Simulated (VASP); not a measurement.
# Ge32H (a cell with a defect) in VASP: single point with PBE

Aim: the single point of Ge32H (a cell with a defect) with PBE.

Everything below comes from runs of VASP 6.6.1. Logs are shortened: lines on timing, memory, paths and dates and some standing lists are left out, and cuts for length are marked.

### Step 1. The cell of the first run

The cell holds a defect, 33 atoms: a = 9.824 Å, b = 9.824 Å, c = 9.824 Å, α = 109.47°, β = 109.47°, γ = 109.47°.

### Step 2. Single point, PBE

INCAR

```
SYSTEM = Ge32H
PREC = Accurate
ENCUT = 410
EDIFF = 1E-6
ISMEAR = -1
SIGMA = 0.01
LREAL = Auto
LASPH = .TRUE.
NELM = 120
ALGO = Normal
ISIF = 2
LWAVE = .FALSE.
LCHARG = .FALSE.
GGA = PE
NBANDS = 246
NELECT = 448.0
GGA_COMPAT = .FALSE.
```

KPOINTS

```
Automatic mesh
0
Gamma
  1 1 1
  0.25 0.25 0.25
```

POSCAR

```
Ge32H
1.0
   -5.6721686400      5.6721686400      5.6721686400
    5.6721686400     -5.6721686400      5.6721686400
    5.6721686400      5.6721686400     -5.6721686400
Ge H
32 1
Direct
    0.0037680473      0.0051933399      0.0047790363
    0.0013783970      0.2493212191      0.7589831638
    0.0242208067      0.4879125914      0.4874098736
    0.0013408452      0.7594897602      0.2489211075
    0.2530114302     -0.0020411065      0.7513327389
    0.2575232848      0.2456782561      0.5176780146
    0.2573267991      0.5180851781      0.2455982162
    0.2530344373      0.7515117710     -0.0022464953
    0.5073200715     -0.0007679602      0.5008290797
    0.4954566196      0.2571190302      0.2567287915
    0.5073415800      0.5011888187     -0.0011095404
    0.5055577826      0.7516971498      0.7513674699
    0.7471398982      0.0014871737      0.2484598201
    0.7470364985      0.2486402626      0.0010344368
    0.7612453497      0.5027253562      0.7492307210
    0.7612987684      0.7494795677      0.5024229146
    0.0059242773      0.0015375072      0.7547167180
    0.0019318890      0.2351865899      0.5071224399
    0.0016204561      0.5075186728      0.2347130497
    0.0059402324      0.7550979655      0.0011311370
    0.2576496033     -0.0062945942      0.5036311826
    0.2341929664      0.2649354410      0.2648591033
    0.2576630902      0.5037699302     -0.0064358982
    0.2551629001      0.7477750168      0.7475643390
    0.4977311464      0.0036213662      0.2500128416
    0.4977526550      0.2503633249      0.0032823425
    0.5120169523      0.5045222880      0.7514198308
    0.5120979619      0.7517600006      0.5042444401
    0.7535217606      0.0015107097      0.0012417649
    0.7515612230      0.2518016636      0.7534297323
    0.7633164271      0.4959201989      0.4956780516
    0.7515375107      0.7537875320      0.2515238158
    0.1295067278      0.3763825858      0.3750520542
```

Potentials or basis: VASP PAW PBE potentials, release 64 (Ge_d, H).

Started as:

```
$ cat potpaw_PBE.64/Ge_d/POTCAR potpaw_PBE.64/H/POTCAR > POTCAR
$ mpirun -np 1 vasp_std > vasp.out
```

OUTCAR:

```text
SYSTEM = Ge32H
   PREC = Accurate
   ENCUT = 410
   EDIFF = 1E-6
   ISMEAR = -1
   LREAL = Auto
   LASPH = .TRUE.
   NELM = 120
   ISIF = 2
   GGA = PE
   NELECT = 448.0

 ion  position               nearest neighbor table
   1  0.004  0.005  0.005-  29 2.44  17 2.45  20 2.45  22 2.47
   2  0.001  0.249  0.759-  18 2.43  17 2.44  30 2.45  23 2.45
   3  0.024  0.488  0.487-  24 2.47  19 2.50  18 2.50  31 2.62
   4  0.001  0.759  0.249-  19 2.43  20 2.44  32 2.44  21 2.45
   5  0.253  0.998  0.751-  21 2.44  17 2.45  24 2.45  26 2.45
   6  0.258  0.246  0.518-  21 2.43  18 2.44  27 2.46  22 2.49
[... 24 lines left out ...]
  31  0.763  0.496  0.496-  10 2.46  15 2.48  16 2.48   3 2.62
  32  0.752  0.754  0.252-   4 2.44  16 2.45  11 2.46  13 2.46
  33  0.130  0.376  0.375-

  LATTYP: Found a body centered cubic cell.
 ALAT       =    11.3443372800

  Lattice vectors:

 A1 = (  -5.6721686400,   5.6721686400,   5.6721686400)
 A2 = (   5.6721686400,  -5.6721686400,   5.6721686400)
 A3 = (   5.6721686400,   5.6721686400,  -5.6721686400)

Analysis of symmetry for initial positions (statically):
=====================================================================
 Subroutine PRICEL returns:
 Original cell was already a primitive cell.

 Routine SETGRP: Setting up the symmetry group for a
 body centered cubic supercell.

 Subroutine GETGRP returns: Found  1 space group operations
 (whereof  1 operations were pure point group operations)
 out of a pool of 48 trial point group operations.

The static configuration has the point symmetry C_1 .

Analysis of symmetry for dynamics (positions and initial velocities):
=====================================================================
 Subroutine PRICEL returns:
 Original cell was already a primitive cell.

 Routine SETGRP: Setting up the symmetry group for a
 body centered cubic supercell.

 Subroutine GETGRP returns: Found  1 space group operations
 (whereof  1 operations were pure point group operations)
 out of a pool of 48 trial point group operations.

The dynamic configuration has the point symmetry C_1 .

 Subroutine INISYM returns: Found  1 space group operations
 (whereof  1 operations are pure point group operations),
 and found     1 'primitive' translations

----------------------------------------------------------------------------------------

                                     Primitive cell

  volume of cell :     729.9740

  direct lattice vectors                    reciprocal lattice vectors
    -5.672168640  5.672168640  5.672168640     0.000000000  0.088149706  0.088149706
     5.672168640 -5.672168640  5.672168640     0.088149706  0.000000000  0.088149706
     5.672168640  5.672168640 -5.672168640     0.088149706  0.088149706  0.000000000

  length of vectors
     9.824484274  9.824484274  9.824484274     0.124662510  0.124662510  0.124662510

  position of ions in fractional coordinates (direct lattice)
     0.003768047  0.005193340  0.004779036
     0.001378397  0.249321219  0.758983164
     0.024220807  0.487912591  0.487409874
     0.001340845  0.759489760  0.248921108
     0.253011430  0.997958893  0.751332739
     0.257523285  0.245678256  0.517678015
[... 25 lines left out ...]
     0.751537511  0.753787532  0.251523816
     0.129506728  0.376382586  0.375052054

  ion indices of the primitive-cell ions
   primitive index   ion index
                 1           1
                 2           2
                 3           3
                 4           4
                 5           5
                 6           6
[... 25 lines left out ...]
                32          32
                33          33

----------------------------------------------------------------------------------------

 KPOINTS: Automatic mesh

Automatic generation of k-mesh.
 Grid dimensions read from file:
 generate k-points for:    1    1    1

 Generating k-lattice:

  Cartesian coordinates                     Fractional coordinates (reciprocal lattice)
     0.000000000  0.088149706  0.088149706     1.000000000  0.000000000  0.000000000
     0.088149706  0.000000000  0.088149706     0.000000000  1.000000000  0.000000000
     0.088149706  0.088149706  0.000000000     0.000000000  0.000000000  1.000000000

  Length of vectors
     0.124662510  0.124662510  0.124662510

  Shift w.r.t. Gamma in fractional coordinates (k-lattice)
     0.250000000  0.250000000  0.250000000

 Subroutine IBZKPT returns following result:
 ===========================================

 Found      1 irreducible k-points:

 Following reciprocal coordinates:
            Coordinates               Weight
  0.250000  0.250000  0.250000      2.000000
   k-points           NKPTS =      1   k-points in BZ     NKDIM =      1   number of bands    NBANDS=    246
   number of dos      NEDOS =    301   number of ions     NIONS =     33
   total plane-waves  NPLWV = 343000
   dimension x,y,z NGX =    70 NGY =   70 NGZ =   70
   dimension x,y,z NGXF=   140 NGYF=  140 NGZF=  140
   ions per type =              32   1
   NGX,Y,Z   is equivalent  to a cutoff of  11.85, 11.85, 11.85 a.u.
   NGXF,Y,Z  is equivalent  to a cutoff of  23.69, 23.69, 23.69 a.u.
 SYSTEM =  Ge32H
   PREC   = accura    normal or accurate (medium, high low for compatibility)
   ISTART =      0    job   : 0-new  1-cont  2-samecut
   ICHARG =      2    charge: 1-file 2-atom 10-const
   ISPIN  =      1    spin polarized calculation?
   LNONCOLLINEAR =      F non collinear calculations
   LSORBIT =      F    spin-orbit coupling
   LASPH  =      T    aspherical Exc in radial PAW
   ENCUT  =  410.0 eV  30.13 Ry    5.49 a.u.  16.22 16.22 16.22*2*pi/ulx,y,z
   NELM   =    120;   NELMIN=  2; NELMDL= -5     # of ELM steps
   EDIFF  = 0.1E-05   stopping-criterion for ELM
   LREAL  =      T    real-space projection
   EDIFFG = 0.1E-04   stopping-criterion for IOM
   NSW    =      0    number of steps for IOM
   IBRION =     -1    ionic relax: 0-MD 1-quasi-New 2-CG
   NFREE  =      0    steps in history (QN), initial steepest desc. (CG)
   ISIF   =      2    stress and relaxation
   ISYM   =      2    0-nonsym 1-usesym 2-fastsym
   POTIM  = 0.5000    time-step for ionic-motion
   TEBEG  =    0.0;   TEEND  =   0.0 temperature during run
   PSTRESS=    0.0 pullay stress
   NELECT =     448.0000    total number of electrons
   NUPDOWN=      -1.0000    fix difference up-down
   EMIN   =  10.00;   EMAX   =-10.00  energy-range for DOS
   EFERMI =   0.00;   METHOD = LEGACY
   ISMEAR =    -1;   SIGMA  =   0.01  broadening in eV -4-tet -1-fermi 0-gaus
   EFERMI_NEDOS =   21; number of points for ismear=-14 and -15
   IALGO  =     38    algorithm
   IMIX   =      4    mixing-type and parameters
     AMIX     =   0.40;   BMIX     =  1.00
     AMIX_MAG =   1.60;   BMIX_MAG =  1.00
  volume/ion in A,a.u.               =      22.12       149.28
  Fermi-wavevector in a.u.,A,eV,Ry     =   1.391228  2.629040 26.334292  1.935516
  Thomas-Fermi vector in A             =   2.515087
   LORBIT       =      0    0 simple, 1 ext, 2 COOP (PROOUT), +10 PAW based schemes
   GGA     = PE    functional components
   LHFCALC =     F    Hartree Fock is set to
   AEXX    =    0.0000 exact exchange contribution
   IVDW    =     0    specifies the selected vdW correction
   LEPSILON=     F    determine dielectric tensor
   LRPA    =     F    only Hartree local field effects (RPA)
 non-spin polarized calculation
  energy-cutoff  :      410.00
  volume of cell :      729.97
 maximum number of plane-waves:     13868
 NGX is ok and might be reduce to    64
   NGX = 33   NGY = 33   NGZ = 33

 number of electron     447.9999993 magnetization

 Free energy of the ion-electron system (eV)
  ---------------------------------------------------
  ext. energy  EPLUGINS =         0.00000000
  ---------------------------------------------------
  free energy    TOTEN  =      -146.51608144 eV

  energy without entropy =     -146.51608144  energy(sigma->0) =     -146.51608144

 E-fermi :   4.3850     XC(G=0):  -9.8659

 val. band max:        4.1570208512   @ k =   0.2500   0.2500   0.2500
 cond. band min:       4.6100113100   @ k =   0.2500   0.2500   0.2500
 fundamental gap:      0.4529904589
 Fermi energy:         4.3849954921

 k-point     1 :       0.2500    0.2500    0.2500
  band No.  band energies     occupation
      1     -20.0028      2.00000
      2     -20.0010      2.00000
      3     -19.9894      2.00000
      4     -19.9823      2.00000
      5     -19.9739      2.00000
      6     -19.9675      2.00000
[... 228 lines left out ...]
    235       6.3955      0.00000
    236       6.3997      0.00000
 [bands above 236 left out]

------------------------ aborting loop because EDIFF is reached ----------------------------------------

  FORCE on cell =-STRESS in cart. coord.  units (eV):
  Direction    XX          YY          ZZ          XY          YZ          ZX
  --------------------------------------------------------------------------------------
  -------------------------------------------------------------------------------------
  Total       -2.1935706      7.5014423      7.5032545      1.9426677     -3.7354378      1.9034781
  in kB       -4.8145401     16.4644778     16.4684554      4.2638479     -8.1986943      4.1778330
  external PRESSURE =       9.3727977 kB  Pullay stress =       0.0000000 kB

 VOLUME and BASIS-vectors are now :
 -----------------------------------------------------------------------------
  energy-cutoff  :      410.00
  volume of cell :      729.97
      direct lattice vectors                 reciprocal lattice vectors
    -5.672168640  5.672168640  5.672168640     0.000000000  0.088149706  0.088149706
     5.672168640 -5.672168640  5.672168640     0.088149706  0.000000000  0.088149706
     5.672168640  5.672168640 -5.672168640     0.088149706  0.088149706  0.000000000

 POSITION                                       TOTAL-FORCE (eV/Angst)
 -----------------------------------------------------------------------------------
      0.03519      0.01902      0.02372         0.001553     -0.004090     -0.005906
      5.71145      2.89871     -2.88307        -0.005392     -0.003264      0.001011
      5.39481      0.13453      0.14024         0.008070      0.009598     -0.004597
      5.71227     -2.88843      2.90364        -0.002420      0.001629     -0.004740
      8.48715      0.03622      2.83403        -0.001806      0.003186     -0.000667
      2.86917      3.00354     -0.08211         0.001386      0.011747     -0.006317
[... 25 lines left out ...]
      1.43945      1.41392      7.11177         0.000130     -0.000751      0.000732
      3.52768      0.72704      0.74213        -0.025322      0.011725      0.003526
 -----------------------------------------------------------------------------------
    total drift:                               -0.005017     -0.003300     -0.003346

  FREE ENERGIE OF THE ION-ELECTRON SYSTEM (eV)
  ---------------------------------------------------
  free  energy   TOTEN  =      -146.5160814378 eV

  energy  without entropy=     -146.5160814377  energy(sigma->0) =     -146.51608144
```

It took 9.9 min on 1 thread of Oxide Virtual Turin-like, shared host; peak memory 0.67 GiB.

What came out:

| Property | Result |
| --- | --- |
| Free energy | -146.5161 eV |
| Largest force | 0.028 eV/Å |

Forces on the atoms (eV/Å):
```
Ge   0.002 -0.004 -0.006
Ge  -0.005 -0.003  0.001
Ge   0.008  0.010 -0.005
Ge  -0.002  0.002 -0.005
Ge  -0.002  0.003 -0.001
Ge   0.001  0.012 -0.006
Ge  -0.007 -0.011  0.016
Ge  -0.002 -0.002  0.002
Ge   0.000 -0.001  0.001
Ge  -0.004  0.012  0.010
Ge   0.001  0.002 -0.003
Ge   0.003  0.001  0.000
Ge  -0.001  0.004  0.000
Ge  -0.001  0.002  0.003
Ge   0.001 -0.001  0.000
Ge   0.001 -0.002 -0.002
Ge   0.001  0.001  0.003
Ge   0.009 -0.012  0.000
Ge   0.005 -0.003 -0.005
Ge   0.001  0.004  0.001
Ge   0.002 -0.003  0.003
Ge   0.010 -0.009 -0.006
Ge   0.005  0.003 -0.002
Ge   0.000 -0.003 -0.001
Ge   0.001 -0.001 -0.003
Ge   0.001 -0.006  0.000
Ge  -0.001  0.002  0.000
Ge   0.000  0.000  0.001
Ge  -0.004 -0.003 -0.002
Ge   0.000 -0.001  0.001
Ge   0.003 -0.002  0.001
Ge   0.000 -0.001  0.001
H   -0.025  0.012  0.004
```

Caveat: the k points lie up to 0.78 Å⁻¹ apart; the cell carries a net charge on a neutralising background, which shifts energy and pressure; the cell is charged against a uniform background, so pressure and absolute levels hang on convention.
